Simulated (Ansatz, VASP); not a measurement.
Ni: VASP beside Ansatz

```
Ni
1.0
     2.44802    0.00000    0.00000
    -1.22401    2.12005    0.00000
     0.00000    0.00000    4.07281
Ni
2
Direct
  0.66667 0.33333 0.75000
  0.33333 0.66667 0.25000
```

Alike in both runs: functional LDA; k mesh 12 × 12 × 7; occupations fermi-dirac, width 0.05 eV; collinear spin.

```csv
,VASP,Ansatz
version,VASP 6.6.1,Ansatz 0.2.0
potentials or method,"VASP PAW LDA potentials, release 64 (Ni), cutoff 520 eV","all-electron LAPW, scalar-relativistic"
task,single point,band structure
```

VASP gave:

* gap on the k mesh at the Fermi level (eV): none
* pressure (GPa): -11.0
* traceless stress, the component that is largest in VASP (GPa): -2.15
* net moment per atom (μB): 0.58
* size of the moment on the site where the two differ most (μB): 0.59

Task: What did Ansatz give for the same quantities?

Result: gap on the k mesh at the Fermi level (eV): none; pressure (GPa): -11.0; traceless stress, the component that is largest in VASP (GPa): -2.37; net moment per atom (μB): 0.62; size of the moment on the site where the two differ most (μB): 0.64.

LDA's correlation is that of Perdew and Zunger in VASP and of Perdew and Wang (1992) in Ansatz. Site moments also hang on the region over which each program counts them. A gap of «none» marks a metal or a gap that the smearing closes. Ansatz ran all-electron here, and VASP with PAW potentials.
